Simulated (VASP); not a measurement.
Runs of VASP 6.6.1 on Co. The structure is that of space group Pm-3m (No. 221), or close to it. The cells are those of the table. This isn't the form of Co at room conditions, which is hcp.

```tsv
cell	gap on the mesh (eV)	pressure (GPa)	moment (μB)
a = 3.046 Å, angles 60.0°, 2 atoms	none	45.0	2.78
a = 3.301 Å, angles 60.0°, 2 atoms	none	-7.4	3.72
a = 3.178 Å, angles 60.0°, 2 atoms	none	9.6	(d)
a = 3.220 Å, angles 60.0°, 2 atoms	none	(b)	(c)
a = 3.135 Å, angles 60.0°, 2 atoms	none	(a)	3.03
a = 3.091 Å, angles 60.0°, 2 atoms	none	30.3	2.91
a = 3.261 Å, angles 60.0°, 2 atoms	none	-2.9	3.57
```

Alike in all rows: task single point; level PBEsol; potentials or basis VASP PAW PBE potentials, release 64 (Co); spin collinear, ferromagnetic start; k mesh 14 × 14 × 14; cutoff (eV) 520; smearing fermi-dirac 0.05 eV.

Problem. Estimate the missing entries.

Solution. (a) 18.6; (b) 2.7; (c) 3.39; (d) 3.20.

Caveats: the PAW data sets were made with another functional, which shifts forces and pressure a little; the cell stands under pressure (at least some runs); the cell stands under tension (at least some runs).

A gap of «none» marks levels without a gap at the run's occupations.
